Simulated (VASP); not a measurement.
# Ru (Fd-3m) in VASP: notebook, part 2 of 2

VASP 6.6.1.

### 3 Single point, r2SCAN

This run uses another cell than the first one, of 19.84 Å³/atom.

The input, POSCAR:

```
Ru
1.0
    0.0000000000      2.7071406684      2.7071406684
    2.7071406684      0.0000000000      2.7071406684
    2.7071406684      2.7071406684      0.0000000000
Ru
2
Direct
    0.1250000000      0.1250000000      0.1250000000
    0.8750000000      0.8750000000      0.8750000000
```

The input, INCAR.step1:

```
PREC     = Accurate       # precision mode
ENCUT    = 520            # plane-wave cutoff, eV
ISMEAR   = -1             # smearing method
SIGMA    = 0.1            # smearing width, eV
LREAL    = F              # projectors in reciprocal space
LASPH    = T              # aspherical terms in the spheres
NELM     = 100            # most SCF steps
NBANDS   = 21             # bands
GGA      = PE             # functional
ALGO     = Normal         # electronic algorithm
EDIFF    = 1E-4           # SCF threshold, eV
LWAVE    = T              # write WAVECAR
LCHARG   = F              # write CHGCAR
```

The input, INCAR.step2:

```
PREC     = Accurate       # precision mode
ENCUT    = 520            # plane-wave cutoff, eV
EDIFF    = 1E-6           # SCF threshold, eV
ISMEAR   = -1             # smearing method
SIGMA    = 0.1            # smearing width, eV
LREAL    = F              # projectors in reciprocal space
LASPH    = T              # aspherical terms in the spheres
NELM     = 100            # most SCF steps
ALGO     = Normal         # electronic algorithm
ISIF     = 2              # what is computed and relaxed
LWAVE    = F              # write WAVECAR
LCHARG   = F              # write CHGCAR
METAGGA  = R2SCAN         # meta-GGA
LMIXTAU  = T            
NBANDS   = 21             # bands
ISTART   = 1
```

The input, KPOINTS:

```
regular mesh
0
Gamma
  10 10 10
```

Potentials or basis: VASP PAW PBE potentials, release 64 (Ru_pv).

Launch:

```console
$ cat potpaw_PBE.64/Ru_pv/POTCAR > POTCAR
$ cp INCAR.step1 INCAR
$ mpirun -np 1 vasp_std > vasp.out
$ cp INCAR.step2 INCAR
$ mpirun -np 1 vasp_std > vasp.out
```

OUTCAR:

```text
PREC = Accurate
   ENCUT = 520
   EDIFF = 1E-6
   ISMEAR = -1
   LREAL = F
   LASPH = T
   NELM = 100
   ISIF = 2
   METAGGA = R2SCAN
   ISTART = 1

 ion  position               nearest neighbor table
   1  0.125  0.125  0.125-   2 2.34   2 2.34   2 2.34   2 2.34
   2  0.875  0.875  0.875-   1 2.34   1 2.34   1 2.34   1 2.34

  LATTYP: Found a face centered cubic cell.
 ALAT       =     5.4142813368

  Lattice vectors:

 A1 = (   0.0000000000,   2.7071406684,   2.7071406684)
 A2 = (   2.7071406684,   0.0000000000,   2.7071406684)
 A3 = (   2.7071406684,   2.7071406684,   0.0000000000)

Analysis of symmetry for initial positions (statically):
=====================================================================
 Subroutine PRICEL returns:
 Original cell was already a primitive cell.

 Routine SETGRP: Setting up the symmetry group for a
 face centered cubic supercell.

 Subroutine GETGRP returns: Found 48 space group operations
 (whereof 12 operations were pure point group operations)
 out of a pool of 48 trial point group operations.

The static configuration has the point symmetry D_3d.
 The point group associated with its full space group is O_h .

Analysis of symmetry for dynamics (positions and initial velocities):
=====================================================================
 Subroutine PRICEL returns:
 Original cell was already a primitive cell.

 Routine SETGRP: Setting up the symmetry group for a
 face centered cubic supercell.

 Subroutine GETGRP returns: Found 48 space group operations
 (whereof 12 operations were pure point group operations)
 out of a pool of 48 trial point group operations.

The dynamic configuration has the point symmetry D_3d.
 The point group associated with its full space group is O_h .

 Subroutine INISYM returns: Found 48 space group operations
 (whereof 12 operations are pure point group operations),
 and found     1 'primitive' translations

----------------------------------------------------------------------------------------

                                     Primitive cell

  volume of cell :      39.6792

  direct lattice vectors                    reciprocal lattice vectors
     0.000000000  2.707140668  2.707140668    -0.184696719  0.184696719  0.184696719
     2.707140668  0.000000000  2.707140668     0.184696719 -0.184696719  0.184696719
     2.707140668  2.707140668  0.000000000     0.184696719  0.184696719 -0.184696719

  length of vectors
     3.828475049  3.828475049  3.828475049     0.319904102  0.319904102  0.319904102

  position of ions in fractional coordinates (direct lattice)
     0.125000000  0.125000000  0.125000000
     0.875000000  0.875000000  0.875000000

  ion indices of the primitive-cell ions
   primitive index   ion index
                 1           1
                 2           2

----------------------------------------------------------------------------------------

 KPOINTS: regular mesh

Automatic generation of k-mesh.
 Grid dimensions read from file:
 generate k-points for:   10   10   10

 Generating k-lattice:

  Cartesian coordinates                     Fractional coordinates (reciprocal lattice)
    -0.018469672  0.018469672  0.018469672     0.100000000  0.000000000  0.000000000
     0.018469672 -0.018469672  0.018469672     0.000000000  0.100000000  0.000000000
     0.018469672  0.018469672 -0.018469672     0.000000000  0.000000000  0.100000000

  Length of vectors
     0.031990410  0.031990410  0.031990410

  Shift w.r.t. Gamma in fractional coordinates (k-lattice)
     0.000000000  0.000000000  0.000000000

 Subroutine IBZKPT returns following result:
 ===========================================

 Found     47 irreducible k-points:

 Following reciprocal coordinates:
            Coordinates               Weight
  0.000000  0.000000  0.000000      1.000000
  0.100000  0.000000  0.000000      8.000000
  0.200000  0.000000  0.000000      8.000000
  0.300000  0.000000  0.000000      8.000000
  0.400000  0.000000  0.000000      8.000000
  0.500000  0.000000  0.000000      4.000000
[... 16 lines left out ...]
  0.300000  0.300000  0.000000      6.000000
  0.400000  0.300000  0.000000     24.000000
 [... further k-points ...]
   k-points           NKPTS =     47   k-points in BZ     NKDIM =     47   number of bands    NBANDS=     21
   number of dos      NEDOS =    301   number of ions     NIONS =      2
   total plane-waves  NPLWV =  21952
   dimension x,y,z NGX =    28 NGY =   28 NGZ =   28
   dimension x,y,z NGXF=    56 NGYF=   56 NGZF=   56
   ions per type =               2
   NGX,Y,Z   is equivalent  to a cutoff of  12.16, 12.16, 12.16 a.u.
   NGXF,Y,Z  is equivalent  to a cutoff of  24.32, 24.32, 24.32 a.u.
 SYSTEM =  unknown system
   PREC   = accura    normal or accurate (medium, high low for compatibility)
   ISTART =      1    job   : 0-new  1-cont  2-samecut
   ICHARG =      0    charge: 1-file 2-atom 10-const
   ISPIN  =      1    spin polarized calculation?
   LNONCOLLINEAR =      F non collinear calculations
   LSORBIT =      F    spin-orbit coupling
   LASPH  =      T    aspherical Exc in radial PAW
   ENCUT  =  520.0 eV  38.22 Ry    6.18 a.u.   7.12  7.12  7.12*2*pi/ulx,y,z
   NELM   =    100;   NELMIN=  2; NELMDL=  0     # of ELM steps
   EDIFF  = 0.1E-05   stopping-criterion for ELM
   LREAL  =      F    real-space projection
   EDIFFG = 0.1E-04   stopping-criterion for IOM
   NSW    =      0    number of steps for IOM
   IBRION =     -1    ionic relax: 0-MD 1-quasi-New 2-CG
   NFREE  =      0    steps in history (QN), initial steepest desc. (CG)
   ISIF   =      2    stress and relaxation
   ISYM   =      2    0-nonsym 1-usesym 2-fastsym
   POTIM  = 0.5000    time-step for ionic-motion
   TEBEG  =    0.0;   TEEND  =   0.0 temperature during run
   PSTRESS=    0.0 pullay stress
   NELECT =      28.0000    total number of electrons
   NUPDOWN=      -1.0000    fix difference up-down
   EMIN   =  10.00;   EMAX   =-10.00  energy-range for DOS
   EFERMI =   0.00;   METHOD = LEGACY
   ISMEAR =    -1;   SIGMA  =   0.10  broadening in eV -4-tet -1-fermi 0-gaus
   EFERMI_NEDOS =   21; number of points for ismear=-14 and -15
   IALGO  =     38    algorithm
   IMIX   =      4    mixing-type and parameters
     AMIX     =   0.40;   BMIX     =  1.00
     AMIX_MAG =   1.60;   BMIX_MAG =  1.00
  volume/ion in A,a.u.               =      19.84       133.88
  Fermi-wavevector in a.u.,A,eV,Ry     =   1.457494  2.754264 28.902691  2.124288
  Thomas-Fermi vector in A             =   2.574289
   LORBIT       =      0    0 simple, 1 ext, 2 COOP (PROOUT), +10 PAW based schemes
   METAGGA = R2SCAN    functional components
   LHFCALC =     F    Hartree Fock is set to
   AEXX    =    0.0000 exact exchange contribution
   IVDW    =     0    specifies the selected vdW correction
   LEPSILON=     F    determine dielectric tensor
   LRPA    =     F    only Hartree local field effects (RPA)
 non-spin polarized calculation
  energy-cutoff  :      520.00
  volume of cell :       39.68
 maximum number of plane-waves:      1090
   NGX = 15   NGY = 15   NGZ = 15

 number of electron      27.9999986 magnetization

 Free energy of the ion-electron system (eV)
  ---------------------------------------------------
  ext. energy  EPLUGINS =         0.00000000
  ---------------------------------------------------
  free energy    TOTEN  =       -48.56871940 eV

  energy without entropy =      -48.51330995  energy(sigma->0) =      -48.54101467

 E-fermi :   7.2475     XC(G=0): -12.2471

 val. band max:        7.2244262644   @ k =   0.4000   0.3000   0.0000
 cond. band min:       7.2539830482   @ k =   0.4000   0.0000   0.0000
 fundamental gap:      0.0295567838
 Fermi energy:         7.2475108149

 k-point     1 :       0.0000    0.0000    0.0000
  band No.  band energies     occupation
      1     -37.3704      2.00000
      2     -37.3703      2.00000
      3     -37.3703      2.00000
      4     -36.3670      2.00000
      5     -36.3670      2.00000
      6     -36.3670      2.00000
[... 13 lines left out ...]
     20      20.6334      0.00000
     21      20.9120      0.00000
[... 529 lines left out ...]
 k-point    24 :       0.4000    0.3000    0.0000
  band No.  band energies     occupation
      1     -37.5559      2.00000
      2     -37.5472      2.00000
      3     -37.1080      2.00000
      4     -36.6444      2.00000
      5     -36.1789      2.00000
      6     -36.1715      2.00000
[... 13 lines left out ...]
     20      14.5467      0.00000
     21      16.2509      0.00000

 [... further k-points ...]

------------------------ aborting loop because EDIFF is reached ----------------------------------------

  FORCE on cell =-STRESS in cart. coord.  units (eV):
  Direction    XX          YY          ZZ          XY          YZ          ZX
  --------------------------------------------------------------------------------------
  -------------------------------------------------------------------------------------
  Total        0.2016469      0.2016469      0.2016469     -0.0000000     -0.0000000      0.0000000
  in kB        8.1421622      8.1421622      8.1421622     -0.0000000     -0.0000000      0.0000000
  external PRESSURE =       8.1421622 kB  Pullay stress =       0.0000000 kB

 VOLUME and BASIS-vectors are now :
 -----------------------------------------------------------------------------
  energy-cutoff  :      520.00
  volume of cell :       39.68
      direct lattice vectors                 reciprocal lattice vectors
     0.000000000  2.707140668  2.707140668    -0.184696719  0.184696719  0.184696719
     2.707140668  0.000000000  2.707140668     0.184696719 -0.184696719  0.184696719
     2.707140668  2.707140668  0.000000000     0.184696719  0.184696719 -0.184696719

 POSITION                                       TOTAL-FORCE (eV/Angst)
 -----------------------------------------------------------------------------------
      0.67679      0.67679      0.67679        -0.000000     -0.000000      0.000000
      4.73750      4.73750      4.73750         0.000000      0.000000     -0.000000
 -----------------------------------------------------------------------------------
    total drift:                                0.000000     -0.000000     -0.000000

  FREE ENERGIE OF THE ION-ELECTRON SYSTEM (eV)
  ---------------------------------------------------
  free  energy   TOTEN  =       -48.5687193957 eV

  energy  without entropy=      -48.5133099457  energy(sigma->0) =      -48.54101467
```

Wall time 68 s (1 thread of AMD EPYC 9R45 (Zen 5), shared host); peak memory 0.15 GiB.

What came out:

* Free energy: -48.5687 eV
* Pressure: 0.8 GPa
* Band gap on the k mesh: zero (bands 14 and 15 overlap by 0.99 eV)

Caveat: the PAW data sets were made with another functional, which shifts forces and pressure a little.

### 4 Single point, r2SCAN (17.46 Å³/atom)

This run uses another cell than the first one, of 17.46 Å³/atom.

The input, POSCAR:

```
Ru
1.0
    0.0000000000      2.5942095109      2.5942095109
    2.5942095109      0.0000000000      2.5942095109
    2.5942095109      2.5942095109      0.0000000000
Ru
2
Direct
    0.1250000000      0.1250000000      0.1250000000
    0.8750000000      0.8750000000      0.8750000000
```

INCAR.step1: that of step 3 with these lines changed.

```diff
@@ -6,3 +6,3 @@
 LASPH    = T              # aspherical terms in the spheres
-NELM     = 100            # most SCF steps
+NELM     = 60             # most SCF steps
 NBANDS   = 21             # bands
```

INCAR.step2: that of step 3 with these lines changed.

```diff
@@ -2,3 +2,3 @@
 ENCUT    = 520            # plane-wave cutoff, eV
-EDIFF    = 1E-6           # SCF threshold, eV
+EDIFF    = 1E-7           # SCF threshold, eV
 ISMEAR   = -1             # smearing method
@@ -7,3 +7,3 @@
 LASPH    = T              # aspherical terms in the spheres
-NELM     = 100            # most SCF steps
+NELM     = 60             # most SCF steps
 ALGO     = Normal         # electronic algorithm
```

The input, KPOINTS:

```
Automatic mesh
0
Gamma
  11 11 11
```

Launch:

```console
$ cat potpaw_PBE.64/Ru_pv/POTCAR > POTCAR
$ cp INCAR.step1 INCAR
$ mpirun -np 1 vasp_std > vasp.out
$ cp INCAR.step2 INCAR
$ mpirun -np 1 vasp_std > vasp.out
```

It took 92 s on 1 thread of AMD EPYC 9R45 (Zen 5), shared host; peak memory 0.15 GiB.

It converged, with:

- Free energy: -48.1261 eV
- Pressure: 32.3 GPa
- Band gap on the k mesh: zero (bands 14 and 15 overlap by 1.03 eV)

Levels at points of the mesh, in eV from the Fermi level:
```tsv
k point	band 11	band 12	band 13	band 14	band 15	band 16	band 17	band 18
(0.00, 0.00, 0.00)	-3.94	-3.94	-0.53	-0.53	-0.53	2.43	2.43	9.07
```

Caveat: the cell stands under pressure; the PAW data sets were made with another functional, which shifts forces and pressure a little.

### 5 Single point, r2SCAN (18.25 Å³/atom)

The input, POSCAR:

```
Ru
1.0
    0.0000000000      2.6329347651      2.6329347651
    2.6329347651      0.0000000000      2.6329347651
    2.6329347651      2.6329347651      0.0000000000
Ru
2
Direct
    0.1250000000      0.1250000000      0.1250000000
    0.8750000000      0.8750000000      0.8750000000
```

The input, INCAR.step1:

```
SYSTEM = Ru
ALGO = Normal ; EDIFF = 1E-4
ENCUT = 520 ; GGA = PE
ISMEAR = -1 ; LASPH = .True.
LCHARG = .False. ; LREAL = .False.
LWAVE = .True. ; NBANDS = 21
NELM = 100 ; PREC = Accurate
SIGMA = 0.1
```

The input, INCAR.step2:

```
SYSTEM = Ru
ALGO = Normal ; EDIFF = 1E-6
ENCUT = 520 ; ISIF = 2
ISMEAR = -1 ; ISTART = 1
LASPH = .True. ; LCHARG = .True.
LELF = .True. ; LMIXTAU = .True.
LREAL = .False. ; LVHAR = .True.
LWAVE = .False. ; METAGGA = R2SCAN
NBANDS = 21 ; NELM = 100
PREC = Accurate ; SIGMA = 0.1
```

The input, KPOINTS:

```
k-points
0
Gamma
  11 11 11
  0 0 0
```

Launch:

```console
$ cat potpaw_PBE.64/Ru_pv/POTCAR > POTCAR
$ cp INCAR.step1 INCAR
$ mpirun -np 1 vasp_std > vasp.out
$ cp INCAR.step2 INCAR
$ mpirun -np 1 vasp_std > vasp.out
```

Wall time 86 s (1 thread of AMD EPYC 9R45 (Zen 5), shared host); peak memory 0.15 GiB.

It converged, with:

```yaml
Free_energy: -48.3803 eV
Pressure: 19.3 GPa
Band_gap_on_the_k_mesh: zero (bands 14 and 15 overlap by 0.98 eV)
```

Levels at points of the mesh, in eV from the Fermi level:
| k point | band 10 | band 11 | band 12 | band 13 | band 14 | band 15 | band 16 | band 17 | band 18 | band 19 |
| --- | --- | --- | --- | --- | --- | --- | --- | --- | --- | --- |
| (0.00, 0.00, 0.00) | -3.77 | -3.77 | -3.77 | -0.50 | -0.50 | -0.50 | 2.26 | 2.26 | 9.04 | 9.04 |

Caveat: the cell stands under pressure; the PAW data sets were made with another functional, which shifts forces and pressure a little.

### 6 Overview

```csv
potentials or basis,spin,cell,k mesh,cutoff (eV),smearing,gap on the mesh (eV),pressure (GPa)
"VASP PAW PBE potentials, release 64 (Ru_sv)","collinear, ferromagnetic start","a = 3.723 Å, angles 60.0°, 2 atoms",11 × 11 × 11,620,fermi-dirac 0.05 eV,none,18.2
"VASP PAW PBE potentials, release 64 (Ru_pv)",off,"a = 3.828 Å, angles 60.0°, 2 atoms",10 × 10 × 10,520,fermi-dirac 0.1 eV,none,0.8
"VASP PAW PBE potentials, release 64 (Ru_pv)",off,"a = 3.669 Å, angles 60.0°, 2 atoms",11 × 11 × 11,520,fermi-dirac 0.1 eV,none,32.3
"VASP PAW PBE potentials, release 64 (Ru_pv)",off,"a = 3.724 Å, angles 60.0°, 2 atoms",11 × 11 × 11,520,fermi-dirac 0.1 eV,none,19.3
```

Alike in all rows: task single point; level r2SCAN.

Caveats: the PAW data sets were made with another functional, which shifts forces and pressure a little; the cell stands under pressure (at least some runs).

Total energies depend on the potentials used, so only differences within one code and one set of settings carry meaning.

The gap in the log of VASP goes by the Fermi energy; the results here count the filled bands.